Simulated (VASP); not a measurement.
Wanted: the native input for a VASP 6.6.1 run.

* Task: single point
* Functional: LDA
* Potentials or basis: VASP PAW LDA potentials, release 64 (Fe, B)
* Cutoff: 520 eV
* k mesh: 18 × 18 × 16
* Occupations: gaussian, width 0.2 eV
* Spin: no spin polarisation
* Dipole correction: no
* Further INCAR settings: ALGO = Normal; EDIFF = 1e-07; NBANDS = 14

The structure of FeB2 lies in POSCAR:

```
FeB2
1.0
    3.0285529700      0.0000000000      0.0000000000
   -1.5142764850      2.6228038087      0.0000000000
    0.0000000000      0.0000000000      2.5531647469
Fe B
1 2
Direct
    0.0000000000      0.0000000000      0.0000000000
    0.3333333333      0.6666666667      0.5000000000
    0.6666666667      0.3333333333      0.5000000000
```

These files were run (other wordings do the same):

INCAR

```
SYSTEM = FeB2
  ALGO = Normal
  EDIFF = 1E-7
  ENCUT = 520
  ISIF = 2
  ISMEAR = 0
  LASPH = .True.
  LCHARG = .False.
  LREAL = .False.
  LWAVE = .False.
  NBANDS = 14
  NELM = 80
  PREC = Accurate
  SIGMA = 0.2
```

KPOINTS

```
k-points
0
Gamma
  18 18 16
  0 0 0
```

Potentials or basis: VASP PAW LDA potentials, release 64 (Fe, B).

Launch:

```bash
$ cat potpaw_LDA.64/Fe/POTCAR potpaw_LDA.64/B/POTCAR > POTCAR
$ mpirun -np 1 vasp_std > vasp.out
```

Results of the run:

```yaml
Pressure: 3.6 GPa
Band_gap_on_the_k_mesh: zero (bands 7 and 8 overlap by 2.46 eV)
```

Caveat: the cell stands under pressure; the run has no spin polarisation, though such a crystal can be magnetic.

It took 110 s on 1 thread of Intel Xeon 8259CL (shared host), peak memory 0.2 GiB.
